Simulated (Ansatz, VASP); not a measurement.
Two plane-wave programs on CuO

The input INCAR:

```
SYSTEM = CuO
ALGO = Normal
EDIFF = 1E-6
ENCUT = 520
ISIF = 2
ISMEAR = 0
ISPIN = 2
LASPH = .TRUE.
LCHARG = .TRUE.
LDAU = .TRUE.
LDAUJ = 0 0
LDAUL = 2 -1
LDAUPRINT = 1
LDAUTYPE = 2
LDAUU = 6 0
LELF = .TRUE.
LMAXMIX = 4
LORBIT = 11
LREAL = .FALSE.
LVHAR = .TRUE.
LWAVE = .FALSE.
MAGMOM = 1 1 0 0
NBANDS = 29
NELM = 150
PREC = Accurate
SIGMA = 0.05
```

The input KPOINTS:

```
k-points
0
G
  8 8 5
  0 0 0
```

POSCAR

```
CuO
1.0
    2.3446497600     -1.7133998200      0.0000000000
    2.3446497600      1.7133998200      0.0000000000
   -0.8605499100      0.0000000000      5.0594394800
Cu O
2 2
Direct
    0.0032000000      0.4968000000      0.0000000000
    0.4968000000      0.0032000000      0.5000000000
    0.5714000000      0.4056000000      0.2537000000
    0.4056000000      0.5714000000      0.7537000000
```

Input for Ansatz:

```yaml
crystal:
  lattice:
    - [2.34464976, -1.71339982, 0.0]
    - [2.34464976, 1.71339982, 0.0]
    - [-0.86054991, 0.0, 5.05943948]
  atoms:
    - { symbol: Cu, position: [0.0032, 0.4968, 0.0], spin: 1.0 }
    - { symbol: Cu, position: [0.4968, 0.0032, 0.5], spin: 1.0 }
    - { symbol: O, position: [0.5714, 0.4056, 0.2537] }
    - { symbol: O, position: [0.4056, 0.5714, 0.7537] }
basis:
  ecutwfc: 420
  ecutrho_ratio: 4
kpoints:
  mp_grid: { grid: [8, 8, 5] }
hamiltonian:
  xc: lda
  hubbard:
    sites: [{ site: 0, l: d, u_eff: 6.0 }, { site: 1, l: d, u_eff: 6.0 }]
scf:
  occupations: { method: gaussian, width: 0.05 }
output:
  forces: true
  stress: true
  eigenvalues: true
  populations: true
  hubbard: { sites: [{ site: 0, l: d }, { site: 1, l: d }] }
magnetization:
  spin_polarized: true
```

Alike in both runs: task single point; functional LDA; k mesh 8 × 8 × 5; occupations gaussian, width 0.05 eV; collinear spin; Hubbard terms Cu d U = 6.0 eV.

|  | VASP | Ansatz |
| --- | --- | --- |
| version | VASP 6.6.1 | Ansatz 0.2.0 |
| potentials or method | VASP PAW LDA potentials, release 64 (Cu, O), cutoff 520 eV | scalar-relativistic, plane waves, PAW |
| valence electrons in the cell | 34 | 50 |

Ansatz gave:

```
pressure (GPa)                                                : -6.4
traceless stress, the component that is largest in VASP (GPa) : 2.35
rms of the force components (eV/Å)                            : 0.438
net moment per atom (μB)                                      : 0.00
size of the moment on the site where the two differ most (μB) : 0.00
```

Q: Estimate VASP's values.

A: Pressure (GPa): -12.1; traceless stress, the component that is largest in VASP (GPa): 2.96; rms of the force components (eV/Å): 0.407; net moment per atom (μB): 0.50; size of the moment on the site where the two differ most (μB): 0.67.

The net moments are unlike, so the other rows may belong to different states. LDA's correlation is that of Perdew and Zunger in VASP and of Perdew and Wang (1992) in Ansatz. Site moments also hang on the region over which each program counts them. The programs project onto different local orbitals, so the same U acts differently, and such runs can settle in different states. Atom by atom the forces differ by 0.056 eV/Å (rms over components). VASP's potentials hold 34 valence electrons a cell and Ansatz's 50, so a difference there can come from the potentials and not from the codes. Ansatz's warnings: filled band counts differ across k points, seeded moment not kept.
